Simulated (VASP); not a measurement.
# P (P4/mmm) in VASP: a series of runs

The runs below take P through single point, with PBE.

Everything below comes from runs of VASP 6.6.1. Logs are shortened: lines on timing, memory, paths and dates and some standing lists are left out, and cuts for length are marked.

### Step 1. The cell of the first run

The structure is tetragonal, space group P4/mmm (No. 123). The conventional cell has a = 4.186 Å, b = 4.186 Å, c = 4.289 Å, α = 90.00°, β = 90.00°, γ = 90.00°. Within 5.5 Å of P (site symmetry 4/mmm) lie 6 P at 4.19 to 4.29 Å.

### Step 2. Single point, PBE (75.18 Å³/atom)

The input, INCAR:

```
SYSTEM = P
  PREC = Accurate
  ENCUT = 520
  EDIFF = 1E-7
  ISMEAR = -1
  SIGMA = 0.03
  LREAL = .FALSE.
  LASPH = .TRUE.
  NELM = 60
  ALGO = Normal
  ISIF = 2
  LWAVE = .FALSE.
  LCHARG = .TRUE.
  GGA = PE
  LELF = .TRUE.
  LVHAR = .TRUE.
  NBANDS = 8
```

The input, KPOINTS:

```
Automatic mesh
0
G
  8 8 8
  0 0 0
```

The input, POSCAR:

```
P
1.0
    4.1864202522      0.0000000000      0.0000000000
    0.0000000000      4.1864202522      0.0000000000
    0.0000000000      0.0000000000      4.2893882442
P
1
Direct
    0.0000000000      0.0000000000      0.0000000000
```

Potentials or basis: VASP PAW PBE potentials, release 64 (P).

Run with:

```
$ cat potpaw_PBE.64/P/POTCAR > POTCAR
$ mpirun -np 1 vasp_std > vasp.out
```

OUTCAR:

```text
SYSTEM = P
   PREC = Accurate
   ENCUT = 520
   EDIFF = 1E-7
   ISMEAR = -1
   LREAL = .FALSE.
   LASPH = .TRUE.
   NELM = 60
   ISIF = 2
   GGA = PE

 ion  position               nearest neighbor table
   1  0.000  0.000  0.000-

  LATTYP: Found a simple tetragonal cell.
 ALAT       =     4.1864202522
 C/A-ratio  =     1.0245957132

  Lattice vectors:

 A1 = (   4.1864202522,   0.0000000000,   0.0000000000)
 A2 = (   0.0000000000,   4.1864202522,   0.0000000000)
 A3 = (   0.0000000000,   0.0000000000,   4.2893882442)

Analysis of symmetry for initial positions (statically):
=====================================================================
 Subroutine PRICEL returns:
 Original cell was already a primitive cell.

 Routine SETGRP: Setting up the symmetry group for a
 simple tetragonal supercell.

 Subroutine GETGRP returns: Found 16 space group operations
 (whereof 16 operations were pure point group operations)
 out of a pool of 16 trial point group operations.

The static configuration has the point symmetry D_4h.

Analysis of symmetry for dynamics (positions and initial velocities):
=====================================================================
 Subroutine PRICEL returns:
 Original cell was already a primitive cell.

 Routine SETGRP: Setting up the symmetry group for a
 simple tetragonal supercell.

 Subroutine GETGRP returns: Found 16 space group operations
 (whereof 16 operations were pure point group operations)
 out of a pool of 16 trial point group operations.

The dynamic configuration has the point symmetry D_4h.

 Subroutine INISYM returns: Found 16 space group operations
 (whereof 16 operations are pure point group operations),
 and found     1 'primitive' translations

----------------------------------------------------------------------------------------

                                     Primitive cell

  volume of cell :      75.1763

  direct lattice vectors                    reciprocal lattice vectors
     4.186420252  0.000000000  0.000000000     0.238867562  0.000000000  0.000000000
     0.000000000  4.186420252  0.000000000     0.000000000  0.238867562  0.000000000
     0.000000000  0.000000000  4.289388244     0.000000000  0.000000000  0.233133478

  length of vectors
     4.186420252  4.186420252  4.289388244     0.238867562  0.238867562  0.233133478

  position of ions in fractional coordinates (direct lattice)
     0.000000000  0.000000000  0.000000000

  ion indices of the primitive-cell ions
   primitive index   ion index
                 1           1

----------------------------------------------------------------------------------------

 KPOINTS: Automatic mesh

Automatic generation of k-mesh.
 Grid dimensions read from file:
 generate k-points for:    8    8    8

 Generating k-lattice:

  Cartesian coordinates                     Fractional coordinates (reciprocal lattice)
     0.029858445  0.000000000  0.000000000     0.125000000  0.000000000  0.000000000
     0.000000000  0.029858445  0.000000000     0.000000000  0.125000000  0.000000000
     0.000000000  0.000000000  0.029141685     0.000000000  0.000000000  0.125000000

  Length of vectors
     0.029858445  0.029858445  0.029141685

  Shift w.r.t. Gamma in fractional coordinates (k-lattice)
     0.000000000  0.000000000  0.000000000

 Subroutine IBZKPT returns following result:
 ===========================================

 Found     75 irreducible k-points:

 Following reciprocal coordinates:
            Coordinates               Weight
  0.000000  0.000000  0.000000      1.000000
  0.125000  0.000000  0.000000      4.000000
  0.250000  0.000000  0.000000      4.000000
  0.375000  0.000000  0.000000      4.000000
  0.500000  0.000000  0.000000      2.000000
  0.125000  0.125000  0.000000      4.000000
[... 16 lines left out ...]
  0.375000  0.125000  0.125000     16.000000
  0.500000  0.125000  0.125000      8.000000
 [... further k-points ...]
   k-points           NKPTS =     75   k-points in BZ     NKDIM =     75   number of bands    NBANDS=      8
   number of dos      NEDOS =    301   number of ions     NIONS =      1
   total plane-waves  NPLWV =  32768
   dimension x,y,z NGX =    32 NGY =   32 NGZ =   32
   dimension x,y,z NGXF=    64 NGYF=   64 NGZF=   64
   ions per type =               1
   NGX,Y,Z   is equivalent  to a cutoff of  12.71, 12.71, 12.40 a.u.
   NGXF,Y,Z  is equivalent  to a cutoff of  25.41, 25.41, 24.80 a.u.
 SYSTEM =  P
   PREC   = accura    normal or accurate (medium, high low for compatibility)
   ISTART =      0    job   : 0-new  1-cont  2-samecut
   ICHARG =      2    charge: 1-file 2-atom 10-const
   ISPIN  =      1    spin polarized calculation?
   LNONCOLLINEAR =      F non collinear calculations
   LSORBIT =      F    spin-orbit coupling
   LASPH  =      T    aspherical Exc in radial PAW
   ENCUT  =  520.0 eV  38.22 Ry    6.18 a.u.   7.78  7.78  7.98*2*pi/ulx,y,z
   NELM   =     60;   NELMIN=  2; NELMDL= -5     # of ELM steps
   EDIFF  = 0.1E-06   stopping-criterion for ELM
   LREAL  =      F    real-space projection
   EDIFFG = 0.1E-05   stopping-criterion for IOM
   NSW    =      0    number of steps for IOM
   IBRION =     -1    ionic relax: 0-MD 1-quasi-New 2-CG
   NFREE  =      0    steps in history (QN), initial steepest desc. (CG)
   ISIF   =      2    stress and relaxation
   ISYM   =      2    0-nonsym 1-usesym 2-fastsym
   POTIM  = 0.5000    time-step for ionic-motion
   TEBEG  =    0.0;   TEEND  =   0.0 temperature during run
   PSTRESS=    0.0 pullay stress
   NELECT =       5.0000    total number of electrons
   NUPDOWN=      -1.0000    fix difference up-down
   EMIN   =  10.00;   EMAX   =-10.00  energy-range for DOS
   EFERMI =   0.00;   METHOD = LEGACY
   ISMEAR =    -1;   SIGMA  =   0.03  broadening in eV -4-tet -1-fermi 0-gaus
   EFERMI_NEDOS =   21; number of points for ismear=-14 and -15
   IALGO  =     38    algorithm
   IMIX   =      4    mixing-type and parameters
     AMIX     =   0.40;   BMIX     =  1.00
     AMIX_MAG =   1.60;   BMIX_MAG =  1.00
  volume/ion in A,a.u.               =      75.18       507.31
  Fermi-wavevector in a.u.,A,eV,Ry     =   0.663292  1.253439  5.985961  0.439956
  Thomas-Fermi vector in A             =   1.736625
   LORBIT       =      0    0 simple, 1 ext, 2 COOP (PROOUT), +10 PAW based schemes
   GGA     = PE    functional components
   LHFCALC =     F    Hartree Fock is set to
   AEXX    =    0.0000 exact exchange contribution
   IVDW    =     0    specifies the selected vdW correction
   LEPSILON=     F    determine dielectric tensor
   LRPA    =     F    only Hartree local field effects (RPA)
 non-spin polarized calculation
  energy-cutoff  :      520.00
  volume of cell :       75.18
 maximum number of plane-waves:      2042
 NGX is ok and might be reduce to    32
   NGX = 15   NGY = 15   NGZ = 15

 number of electron       5.0000000 magnetization

 Free energy of the ion-electron system (eV)
  ---------------------------------------------------
  ext. energy  EPLUGINS =         0.00000000
  ---------------------------------------------------
  free energy    TOTEN  =        -1.24370149 eV

  energy without entropy =       -1.23017083  energy(sigma->0) =       -1.23693616

 E-fermi :  -2.8912     XC(G=0):  -5.1264

 val. band max:       -2.8925579692   @ k =   0.3750   0.1250   0.2500
 cond. band min:      -2.8824947634   @ k =   0.5000   0.0000   0.2500
 fundamental gap:      0.0100632058
 Fermi energy:        -2.8912037841

 k-point     1 :       0.0000    0.0000    0.0000
  band No.  band energies     occupation
      1     -11.6934      2.00000
      2      -2.3977      0.00000
      3      -2.2805      0.00000
      4      -2.2805      0.00000
      5       1.9198      0.00000
      6       4.6567      0.00000
      7       4.7409      0.00000
      8       9.3797      0.00000

 k-point     2 :       0.1250    0.0000    0.0000
  band No.  band energies     occupation
      1     -11.6656      2.00000
      2      -2.5653      0.00004
      3      -2.3739      0.00000
      4      -2.2578      0.00000
      5       2.1834      0.00000
      6       4.7595      0.00000
      7       5.0028      0.00000
      8       8.5678      0.00000

 k-point     3 :       0.2500    0.0000    0.0000
  band No.  band energies     occupation
      1     -11.5966      2.00000
      2      -3.1388      1.99948
      3      -2.3150      0.00000
      4      -2.2014      0.00000
      5       2.7543      0.00000
      6       4.9942      0.00000
      7       5.4917      0.00000
      8       7.6273      0.00000

 k-point     4 :       0.3750    0.0000    0.0000
  band No.  band energies     occupation
      1     -11.5243      2.00000
      2      -3.6166      2.00000
      3      -2.2539      0.00000
      4      -2.1431      0.00000
      5       3.4104      0.00000
      6       5.2762      0.00000
      7       5.3344      0.00000
      8       6.9939      0.00000

 k-point     5 :       0.5000    0.0000    0.0000
  band No.  band energies     occupation
      1     -11.4934      2.00000
      2      -3.7962      2.00000
      3      -2.2279      0.00000
      4      -2.1183      0.00000
      5       3.8489      0.00000
      6       4.9374      0.00000
      7       5.4183      0.00000
      8       6.7718      0.00000
[... 177 lines left out ...]
 k-point    22 :       0.2500    0.1250    0.1250
  band No.  band energies     occupation
      1     -11.5478      2.00000
      2      -3.0760      1.99579
      3      -2.5227      0.00001
      4      -2.4306      0.00000
      5       3.2009      0.00000
      6       5.3779      0.00000
      7       5.6239      0.00000
      8       7.1497      0.00000

 k-point    23 :       0.3750    0.1250    0.1250
  band No.  band energies     occupation
      1     -11.4769      2.00000
      2      -3.5393      2.00000
      3      -2.4507      0.00000
      4      -2.3621      0.00000
      5       3.7877      0.00000
      6       5.1391      0.00000
      7       5.6556      0.00000
      8       6.4706      0.00000

 k-point    24 :       0.5000    0.1250    0.1250
  band No.  band energies     occupation
      1     -11.4466      2.00000
      2      -3.7148      2.00000
      3      -2.4193      0.00000
      4      -2.3327      0.00000
      5       4.4274      0.00000
      6       4.4420      0.00000
      7       5.8857      0.00000
      8       6.1019      0.00000

 [... further k-points ...]
[... 5 lines left out ...]
  --------------------------------------------------------------------------------------
  -------------------------------------------------------------------------------------
  Total       -1.9921569     -1.9921569     -1.8045623      0.0000000     -0.0000000      0.0000000
  in kB      -42.4573723    -42.4573723    -38.4593079      0.0000000     -0.0000000      0.0000000
  external PRESSURE =     -41.1246842 kB  Pullay stress =       0.0000000 kB

 VOLUME and BASIS-vectors are now :
 -----------------------------------------------------------------------------
  energy-cutoff  :      520.00
  volume of cell :       75.18
      direct lattice vectors                 reciprocal lattice vectors
     4.186420252  0.000000000  0.000000000     0.238867562  0.000000000  0.000000000
     0.000000000  4.186420252  0.000000000     0.000000000  0.238867562  0.000000000
     0.000000000  0.000000000  4.289388244     0.000000000  0.000000000  0.233133478

 POSITION                                       TOTAL-FORCE (eV/Angst)
 -----------------------------------------------------------------------------------
      0.00000      0.00000      0.00000         0.000000      0.000000      0.000000
 -----------------------------------------------------------------------------------
    total drift:                                0.000000     -0.000000      0.000000

  FREE ENERGIE OF THE ION-ELECTRON SYSTEM (eV)
  ---------------------------------------------------
  free  energy   TOTEN  =        -1.2437014878 eV

  energy  without entropy=       -1.2301708349  energy(sigma->0) =       -1.23693616
```

It took 27 s on 1 thread of Intel Xeon 8259CL, shared host; peak memory 0.18 GiB.

Results:

```
Free energy            : -1.2437 eV
Pressure               : -4.1 GPa
Band gap on the k mesh : zero (an odd number of electrons rules out a gap without spin polarisation)
```

Caveat: the cell stands under tension.

### Step 3. Single point, PBE (77.53 Å³/atom)

This run uses another cell than the first one, of 77.53 Å³/atom.

The input, INCAR:

```
SYSTEM = P
PREC = Accurate
ENCUT = 520
EDIFF = 1E-7
ISMEAR = -1
SIGMA = 0.03
LREAL = .False.
LASPH = .True.
NELM = 60
ALGO = Normal
ISIF = 2
LWAVE = .False.
LCHARG = .False.
GGA = PE
NBANDS = 8
```

The input, KPOINTS:

```
regular mesh
0
Gamma
  8 8 8
  0 0 0
```

The input, POSCAR:

```
P
1.0
    4.2297412512      0.0000000000      0.0000000000
    0.0000000000      4.2297412512      0.0000000000
    0.0000000000      0.0000000000      4.3337747541
P
1
Direct
    0.0000000000      0.0000000000      0.0000000000
```

Potentials or basis: VASP PAW PBE potentials, release 64 (P).

Run with:

```
$ cat potpaw_PBE.64/P/POTCAR > POTCAR
$ mpirun -np 1 vasp_std > vasp.out
```

OUTCAR:

```text
SYSTEM = P
   PREC = Accurate
   ENCUT = 520
   EDIFF = 1E-7
   ISMEAR = -1
   LREAL = .False.
   LASPH = .True.
   NELM = 60
   ISIF = 2
   GGA = PE

 ion  position               nearest neighbor table
   1  0.000  0.000  0.000-

  LATTYP: Found a simple tetragonal cell.
 ALAT       =     4.2297412512
 C/A-ratio  =     1.0245957132

  Lattice vectors:

 A1 = (   4.2297412512,   0.0000000000,   0.0000000000)
 A2 = (   0.0000000000,   4.2297412512,   0.0000000000)
 A3 = (   0.0000000000,   0.0000000000,   4.3337747541)

Analysis of symmetry for initial positions (statically):
=====================================================================
 Subroutine PRICEL returns:
 Original cell was already a primitive cell.

 Routine SETGRP: Setting up the symmetry group for a
 simple tetragonal supercell.

 Subroutine GETGRP returns: Found 16 space group operations
 (whereof 16 operations were pure point group operations)
 out of a pool of 16 trial point group operations.

The static configuration has the point symmetry D_4h.

Analysis of symmetry for dynamics (positions and initial velocities):
[... 152 lines left out ...]
  ---------------------------------------------------
  free energy    TOTEN  =        -1.18521810 eV

  energy without entropy =       -1.17117597  energy(sigma->0) =       -1.17819703

 E-fermi :  -2.9763     XC(G=0):  -5.0363

 val. band max:       -2.9773648170   @ k =   0.3750   0.1250   0.2500
 cond. band min:      -2.9681780156   @ k =   0.5000   0.0000   0.2500
 fundamental gap:      0.0091868015
 Fermi energy:        -2.9763238069

 k-point     1 :       0.0000    0.0000    0.0000
  band No.  band energies     occupation
      1     -11.7554      2.00000
      2      -2.5101      0.00000
      3      -2.3986      0.00000
      4      -2.3986      0.00000
      5       1.7917      0.00000
      6       4.5581      0.00000
      7       4.6410      0.00000
      8       9.1852      0.00000
[... 243 lines left out ...]
 k-point    24 :       0.5000    0.1250    0.1250
  band No.  band energies     occupation
      1     -11.5286      2.00000
      2      -3.7568      2.00000
      3      -2.5306      0.00000
      4      -2.4482      0.00000
      5       4.2678      0.00000
      6       4.2853      0.00000
      7       5.7509      0.00000
      8       5.9710      0.00000

 [... further k-points ...]
[... 5 lines left out ...]
  --------------------------------------------------------------------------------------
  -------------------------------------------------------------------------------------
  Total       -1.9255157     -1.9255157     -1.7408151      0.0000000     -0.0000000      0.0000000
  in kB      -39.7890632    -39.7890632    -35.9723889      0.0000000     -0.0000000      0.0000000
  external PRESSURE =     -38.5168384 kB  Pullay stress =       0.0000000 kB

 VOLUME and BASIS-vectors are now :
 -----------------------------------------------------------------------------
  energy-cutoff  :      520.00
  volume of cell :       77.53
      direct lattice vectors                 reciprocal lattice vectors
     4.229741251  0.000000000  0.000000000     0.236421081  0.000000000  0.000000000
     0.000000000  4.229741251  0.000000000     0.000000000  0.236421081  0.000000000
     0.000000000  0.000000000  4.333774754     0.000000000  0.000000000  0.230745726

 POSITION                                       TOTAL-FORCE (eV/Angst)
 -----------------------------------------------------------------------------------
      0.00000      0.00000      0.00000         0.000000      0.000000      0.000000
 -----------------------------------------------------------------------------------
    total drift:                                0.000000     -0.000000      0.000000

  FREE ENERGIE OF THE ION-ELECTRON SYSTEM (eV)
  ---------------------------------------------------
  free  energy   TOTEN  =        -1.1852181032 eV

  energy  without entropy=       -1.1711759668  energy(sigma->0) =       -1.17819703
```

OSZICAR:

```text
N       E                     dE             d eps       ncg     rms          rms(c)
DAV:   1     0.833686289466E+01    0.83369E+01   -0.13201E+03  1200   0.365E+02
DAV:   2    -0.708089172606E+00   -0.90450E+01   -0.88864E+01  1656   0.468E+01
DAV:   3    -0.119760439864E+01   -0.48952E+00   -0.46638E+00  1416   0.111E+01
DAV:   4    -0.120181610167E+01   -0.42117E-02   -0.42091E-02  2096   0.125E+00
DAV:   5    -0.120182802379E+01   -0.11922E-04   -0.11922E-04  1624   0.431E-02    0.552E-01
DAV:   6    -0.118736495136E+01    0.14463E-01   -0.25776E-02  1664   0.600E-01    0.279E-01
DAV:   7    -0.118451114037E+01    0.28538E-02   -0.23964E-02  1472   0.607E-01    0.141E-01
DAV:   8    -0.118519520220E+01   -0.68406E-03   -0.86236E-04  1672   0.160E-01    0.188E-02
DAV:   9    -0.118520292772E+01   -0.77255E-05   -0.41319E-06  1880   0.143E-02    0.677E-03
DAV:  10    -0.118521658020E+01   -0.13652E-04   -0.11829E-05  1408   0.207E-02    0.184E-03
DAV:  11    -0.118521802875E+01   -0.14486E-05   -0.20491E-06  1488   0.828E-03    0.845E-04
DAV:  12    -0.118521810315E+01   -0.74399E-07   -0.55056E-08  1736   0.120E-03
   1 F= -.11852181E+01 E0= -.11781970E+01  d E =-.140421E-01
```

Wall time 25 s (1 thread of Intel Xeon 8259CL, shared host); peak memory 0.19 GiB.

What came out:

```
Free energy            : -1.1852 eV
Pressure               : -3.9 GPa
Band gap on the k mesh : zero (an odd number of electrons rules out a gap without spin polarisation)
```

Levels at points of the mesh, in eV from the Fermi level:
```tsv
k point	band 1	band 2	band 3	band 4	band 5	band 6
(0.00, 0.00, 0.00)	-8.78	0.47	0.58	0.58	4.77	7.53
(0.50, 0.00, 0.00)	-8.60	-0.86	0.63	0.73	6.67	7.73
(0.50, 0.50, 0.00)	-8.43	-0.55	-0.55	0.77	5.93	8.26
(0.00, 0.00, 0.50)	-8.63	-0.81	0.71	0.71	6.64	7.65
(0.50, 0.00, 0.50)	-8.46	-0.59	-0.50	0.84	5.92	8.26
(0.50, 0.50, 0.50)	-8.30	-0.33	-0.33	-0.24	6.96	7.05
```

Caveat: the cell stands under tension.
